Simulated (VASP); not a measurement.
# BP (F-43m) in VASP: notebook

The runs below take BP through single point, with LDA, PBE.

All numbers are computed with VASP 6.6.1; they aren't measurements. Logs are shortened: lines on timing, memory, paths and dates and some standing lists are left out, and cuts for length are marked.

## (1) The cell of the first run

The structure is cubic, space group F-43m (No. 216). The conventional cell has a = 4.491 Å, b = 4.491 Å, c = 4.491 Å, α = 90.00°, β = 90.00°, γ = 90.00°. P (site symmetry -43m) has 4 B at 1.94 Å within 2.6 Å. Within 2.6 Å of B (site symmetry -43m) lie 4 P at 1.94 Å.

## (2) Single point, LDA

Input file INCAR:

```
PREC = Accurate ; ENCUT = 520
EDIFF = 1E-6 ; ISMEAR = -1
SIGMA = 0.05 ; LREAL = F
LASPH = T ; NELM = 60
ALGO = Normal ; ISIF = 2
LWAVE = F ; LCHARG = F
NBANDS = 11
```

Input file KPOINTS:

```
Automatic mesh
0
Gamma
  10 10 10
```

Input file POSCAR:

```
BP
1.0
    0.0000000000      2.2453968596      2.2453968596
    2.2453968596      0.0000000000      2.2453968596
    2.2453968596      2.2453968596      0.0000000000
P B
1 1
Direct
    0.7500000000      0.7500000000      0.7500000000
    0.0000000000      0.0000000000      0.0000000000
```

Potentials or basis: VASP PAW LDA potentials, release 64 (P, B).

Run with:

```
$ cat potpaw_LDA.64/P/POTCAR potpaw_LDA.64/B/POTCAR > POTCAR
$ mpirun -np 1 vasp_std > vasp.out
```

OUTCAR:

```text
PREC = Accurate
   ENCUT = 520
   EDIFF = 1E-6
   ISMEAR = -1
   LREAL = F
   LASPH = T
   NELM = 60
   ISIF = 2

 ion  position               nearest neighbor table
   1  0.750  0.750  0.750-   2 1.94   2 1.94   2 1.94   2 1.94
   2  0.000  0.000  0.000-   1 1.94   1 1.94   1 1.94   1 1.94

  LATTYP: Found a face centered cubic cell.
 ALAT       =     4.4907937192

  Lattice vectors:

 A1 = (   0.0000000000,   2.2453968596,   2.2453968596)
 A2 = (   2.2453968596,   0.0000000000,   2.2453968596)
 A3 = (   2.2453968596,   2.2453968596,   0.0000000000)

Analysis of symmetry for initial positions (statically):
=====================================================================
 Subroutine PRICEL returns:
 Original cell was already a primitive cell.

 Routine SETGRP: Setting up the symmetry group for a
 face centered cubic supercell.

 Subroutine GETGRP returns: Found 24 space group operations
 (whereof 24 operations were pure point group operations)
 out of a pool of 48 trial point group operations.

The static configuration has the point symmetry T_d .

Analysis of symmetry for dynamics (positions and initial velocities):
=====================================================================
 Subroutine PRICEL returns:
 Original cell was already a primitive cell.

 Routine SETGRP: Setting up the symmetry group for a
 face centered cubic supercell.

 Subroutine GETGRP returns: Found 24 space group operations
 (whereof 24 operations were pure point group operations)
 out of a pool of 48 trial point group operations.

The dynamic configuration has the point symmetry T_d .

 Subroutine INISYM returns: Found 24 space group operations
 (whereof 24 operations are pure point group operations),
 and found     1 'primitive' translations

----------------------------------------------------------------------------------------

                                     Primitive cell

  volume of cell :      22.6417

  direct lattice vectors                    reciprocal lattice vectors
     0.000000000  2.245396860  2.245396860    -0.222677785  0.222677785  0.222677785
     2.245396860  0.000000000  2.245396860     0.222677785 -0.222677785  0.222677785
     2.245396860  2.245396860  0.000000000     0.222677785  0.222677785 -0.222677785

  length of vectors
     3.175470692  3.175470692  3.175470692     0.385689238  0.385689238  0.385689238

  position of ions in fractional coordinates (direct lattice)
     0.750000000  0.750000000  0.750000000
     0.000000000  0.000000000  0.000000000

  ion indices of the primitive-cell ions
   primitive index   ion index
                 1           1
                 2           2

----------------------------------------------------------------------------------------

 KPOINTS: Automatic mesh

Automatic generation of k-mesh.
 Grid dimensions read from file:
 generate k-points for:   10   10   10

 Generating k-lattice:

  Cartesian coordinates                     Fractional coordinates (reciprocal lattice)
    -0.022267779  0.022267779  0.022267779     0.100000000  0.000000000  0.000000000
     0.022267779 -0.022267779  0.022267779     0.000000000  0.100000000  0.000000000
     0.022267779  0.022267779 -0.022267779     0.000000000  0.000000000  0.100000000

  Length of vectors
     0.038568924  0.038568924  0.038568924

  Shift w.r.t. Gamma in fractional coordinates (k-lattice)
     0.000000000  0.000000000  0.000000000

 Subroutine IBZKPT returns following result:
 ===========================================

 Found     47 irreducible k-points:

 Following reciprocal coordinates:
            Coordinates               Weight
  0.000000  0.000000  0.000000      1.000000
  0.100000  0.000000  0.000000      8.000000
  0.200000  0.000000  0.000000      8.000000
  0.300000  0.000000  0.000000      8.000000
  0.400000  0.000000  0.000000      8.000000
  0.500000  0.000000  0.000000      4.000000
[... 16 lines left out ...]
  0.300000  0.300000  0.000000      6.000000
  0.400000  0.300000  0.000000     24.000000
 [... further k-points ...]
   k-points           NKPTS =     47   k-points in BZ     NKDIM =     47   number of bands    NBANDS=     11
   number of dos      NEDOS =    301   number of ions     NIONS =      2
   total plane-waves  NPLWV =  13824
   dimension x,y,z NGX =    24 NGY =   24 NGZ =   24
   dimension x,y,z NGXF=    48 NGYF=   48 NGZF=   48
   ions per type =               1   1
   NGX,Y,Z   is equivalent  to a cutoff of  12.56, 12.56, 12.56 a.u.
   NGXF,Y,Z  is equivalent  to a cutoff of  25.13, 25.13, 25.13 a.u.
 SYSTEM =  unknown system
   PREC   = accura    normal or accurate (medium, high low for compatibility)
   ISTART =      0    job   : 0-new  1-cont  2-samecut
   ICHARG =      2    charge: 1-file 2-atom 10-const
   ISPIN  =      1    spin polarized calculation?
   LNONCOLLINEAR =      F non collinear calculations
   LSORBIT =      F    spin-orbit coupling
   LASPH  =      T    aspherical Exc in radial PAW
   ENCUT  =  520.0 eV  38.22 Ry    6.18 a.u.   5.90  5.90  5.90*2*pi/ulx,y,z
   NELM   =     60;   NELMIN=  2; NELMDL= -5     # of ELM steps
   EDIFF  = 0.1E-05   stopping-criterion for ELM
   LREAL  =      F    real-space projection
   EDIFFG = 0.1E-04   stopping-criterion for IOM
   NSW    =      0    number of steps for IOM
   IBRION =     -1    ionic relax: 0-MD 1-quasi-New 2-CG
   NFREE  =      0    steps in history (QN), initial steepest desc. (CG)
   ISIF   =      2    stress and relaxation
   ISYM   =      2    0-nonsym 1-usesym 2-fastsym
   POTIM  = 0.5000    time-step for ionic-motion
   TEBEG  =    0.0;   TEEND  =   0.0 temperature during run
   PSTRESS=    0.0 pullay stress
   NELECT =       8.0000    total number of electrons
   NUPDOWN=      -1.0000    fix difference up-down
   EMIN   =  10.00;   EMAX   =-10.00  energy-range for DOS
[... 5 lines left out ...]
     AMIX     =   0.40;   BMIX     =  1.00
     AMIX_MAG =   1.60;   BMIX_MAG =  1.00
  volume/ion in A,a.u.               =      11.32        76.40
  Fermi-wavevector in a.u.,A,eV,Ry     =   1.157360  2.187093 18.224754  1.339482
  Thomas-Fermi vector in A             =   2.293972
   LORBIT       =      0    0 simple, 1 ext, 2 COOP (PROOUT), +10 PAW based schemes
   GGA     = CA    functional components
   LHFCALC =     F    Hartree Fock is set to
   AEXX    =    0.0000 exact exchange contribution
   IVDW    =     0    specifies the selected vdW correction
   LEPSILON=     F    determine dielectric tensor
   LRPA    =     F    only Hartree local field effects (RPA)
 non-spin polarized calculation
  energy-cutoff  :      520.00
  volume of cell :       22.64
 maximum number of plane-waves:       620
   NGX = 11   NGY = 11   NGZ = 11

 number of electron       8.0000001 magnetization

 Free energy of the ion-electron system (eV)
  ---------------------------------------------------
  ext. energy  EPLUGINS =         0.00000000
  ---------------------------------------------------
  free energy    TOTEN  =       -14.39939892 eV

  energy without entropy =      -14.39939881  energy(sigma->0) =      -14.39939887

 E-fermi :   8.3411     XC(G=0): -11.2179

 val. band max:        7.7841346824   @ k =   0.0000   0.0000   0.0000
 cond. band min:       8.9352883835   @ k =   0.4000   0.4000   0.0000
 fundamental gap:      1.1511537011
 Fermi energy:         8.3411477764

 k-point     1 :       0.0000    0.0000    0.0000
  band No.  band energies     occupation
      1      -7.8850      2.00000
      2       7.7841      1.99997
      3       7.7841      1.99997
      4       7.7841      1.99997
      5      11.2129      0.00000
      6      11.2129      0.00000
      7      11.2129      0.00000
      8      15.6358      0.00000
      9      19.2644      0.00000
     10      20.0586      0.00000
     11      20.0586      0.00000

 k-point     2 :       0.1000    0.0000    0.0000
  band No.  band energies     occupation
      1      -7.7004      2.00000
      2       6.4703      2.00000
      3       7.4827      2.00000
      4       7.4827      2.00000
      5      11.6302      0.00000
      6      11.6302      0.00000
      7      11.6707      0.00000
      8      16.1087      0.00000
      9      19.3203      0.00000
     10      19.3203      0.00000
     11      19.8445      0.00000

 k-point     3 :       0.2000    0.0000    0.0000
  band No.  band energies     occupation
      1      -7.1530      2.00000
      2       4.0935      2.00000
      3       6.9134      2.00000
      4       6.9134      2.00000
      5      11.9276      0.00000
      6      12.3569      0.00000
      7      12.3569      0.00000
      8      17.1232      0.00000
      9      18.6847      0.00000
     10      18.6847      0.00000
     11      20.7406      0.00000

 k-point     4 :       0.3000    0.0000    0.0000
  band No.  band energies     occupation
      1      -6.2711      2.00000
      2       1.6867      2.00000
      3       6.4175      2.00000
      4       6.4175      2.00000
      5      11.8812      0.00000
      6      12.6669      0.00000
      7      12.6669      0.00000
      8      17.8194      0.00000
      9      19.2818      0.00000
     10      19.2818      0.00000
     11      21.0918      0.00000
[... 239 lines left out ...]
 k-point    22 :      -0.2000    0.2000    0.0000
  band No.  band energies     occupation
      1      -5.9724      2.00000
      2       2.5042      2.00000
      3       3.4957      2.00000
      4       6.5223      2.00000
      5      12.2930      0.00000
      6      13.1531      0.00000
      7      14.2588      0.00000
      8      16.2562      0.00000
      9      17.2926      0.00000
     10      21.4745      0.00000
     11      23.8429      0.00000

 k-point    23 :       0.3000    0.3000    0.0000
  band No.  band energies     occupation
      1      -5.7168      2.00000
      2       2.9884      2.00000
      3       4.4802      2.00000
      4       4.4802      2.00000
      5       9.2391      0.00000
      6      11.6000      0.00000
      7      16.7776      0.00000
      8      16.7776      0.00000
      9      21.1538      0.00000
     10      22.3590      0.00000
     11      24.4577      0.00000

 k-point    24 :       0.4000    0.3000    0.0000
  band No.  band energies     occupation
      1      -4.8679      2.00000
      2       1.6296      2.00000
      3       3.6232      2.00000
      4       4.1796      2.00000
      5       9.5238      0.00000
      6      11.3196      0.00000
      7      17.3984      0.00000
      8      17.4234      0.00000
      9      21.9845      0.00000
     10      23.2464      0.00000
     11      25.0849      0.00000

 [... further k-points ...]
[... 5 lines left out ...]
  --------------------------------------------------------------------------------------
  -------------------------------------------------------------------------------------
  Total       -0.0214988     -0.0214988     -0.0214988      0.0000000      0.0000000      0.0000000
  in kB       -1.5213032     -1.5213032     -1.5213032      0.0000000      0.0000000      0.0000000
  external PRESSURE =      -1.5213032 kB  Pullay stress =       0.0000000 kB

 VOLUME and BASIS-vectors are now :
 -----------------------------------------------------------------------------
  energy-cutoff  :      520.00
  volume of cell :       22.64
      direct lattice vectors                 reciprocal lattice vectors
     0.000000000  2.245396860  2.245396860    -0.222677785  0.222677785  0.222677785
     2.245396860  0.000000000  2.245396860     0.222677785 -0.222677785  0.222677785
     2.245396860  2.245396860  0.000000000     0.222677785  0.222677785 -0.222677785

 POSITION                                       TOTAL-FORCE (eV/Angst)
 -----------------------------------------------------------------------------------
      3.36810      3.36810      3.36810        -0.000000     -0.000000     -0.000000
      0.00000      0.00000      0.00000         0.000000      0.000000      0.000000
 -----------------------------------------------------------------------------------
    total drift:                               -0.000000     -0.000000     -0.000000

  FREE ENERGIE OF THE ION-ELECTRON SYSTEM (eV)
  ---------------------------------------------------
  free  energy   TOTEN  =       -14.3993989238 eV

  energy  without entropy=      -14.3993988097  energy(sigma->0) =      -14.39939887
```

Wall time 4.1 s (1 thread of Intel Xeon 6975P-C, shared host); peak memory 0.13 GiB.

What came out:

```
Free energy            : -14.3994 eV
Pressure               : -0.2 GPa
Band gap on the k mesh : 1.15 eV, indirect (least direct gap 3.43 eV)
```

Levels at points of the mesh, in eV from the valence-band top:
| k point | band 1 | band 2 | band 3 | band 4 | band 5 | band 6 | band 7 | band 8 |
| --- | --- | --- | --- | --- | --- | --- | --- | --- |
| (0.00, 0.00, 0.00) | -15.67 | 0.00 | 0.00 | 0.00 | 3.43 | 3.43 | 3.43 | 7.85 |
| (0.50, 0.00, 0.00) | -12.22 | -9.23 | -1.79 | -1.79 | 3.97 | 4.70 | 4.70 | 10.03 |
| (0.50, 0.50, 0.00) | -10.67 | -8.65 | -4.22 | -4.22 | 1.24 | 1.53 | 12.29 | 12.29 |

## (3) Single point, PBE

This run uses another cell than the first one, of 11.68 Å³/atom, 1.032 times its volume.

Input file INCAR:

```
ALGO = Normal ; EDIFF = 1E-6
ENCUT = 520 ; GGA = PE
ISIF = 2 ; ISMEAR = 0
LASPH = True ; LCHARG = False
LREAL = False ; LWAVE = False
NBANDS = 11 ; NELM = 80
PREC = Accurate ; SIGMA = 0.017
```

Input file KPOINTS:

```
k-points
0
Gamma
  10 10 10
```

Input file POSCAR:

```
BP
1.0
    0.0000000000      2.2690000000      2.2690000000
    2.2690000000      0.0000000000      2.2690000000
    2.2690000000      2.2690000000      0.0000000000
P B
1 1
Direct
    0.7500000000      0.7500000000      0.7500000000
    0.0000000000      0.0000000000      0.0000000000
```

Potentials or basis: VASP PAW PBE potentials, release 64 (P, B).

Run with:

```
$ cat potpaw_PBE.64/P/POTCAR potpaw_PBE.64/B/POTCAR > POTCAR
$ mpirun -np 1 vasp_std > vasp.out
```

Run time: 4.4 s. Hardware: 1 thread of Intel Xeon 6975P-C, shared host; peak memory 0.13 GiB.

Results (log left out):

```yaml
Free_energy: -12.9305 eV
Pressure: 0.9 GPa
Band_gap_on_the_k_mesh: 1.24 eV, indirect (least direct gap 3.40 eV)
```

Levels at points of the mesh, in eV from the valence-band top:
```
           k point  band 1  band 2  band 3  band 4  band 5  band 6  band 7  band 8
(0.00, 0.00, 0.00)  -15.46    0.00    0.00    0.00    3.40    3.40    3.40    7.37
(0.50, 0.00, 0.00)  -12.14   -9.03   -1.76   -1.76    3.78    4.71    4.71   10.13
(0.50, 0.50, 0.00)  -10.61   -8.58   -4.11   -4.11    1.33    1.66   12.12   12.12
```

A k mesh can miss the band edges.
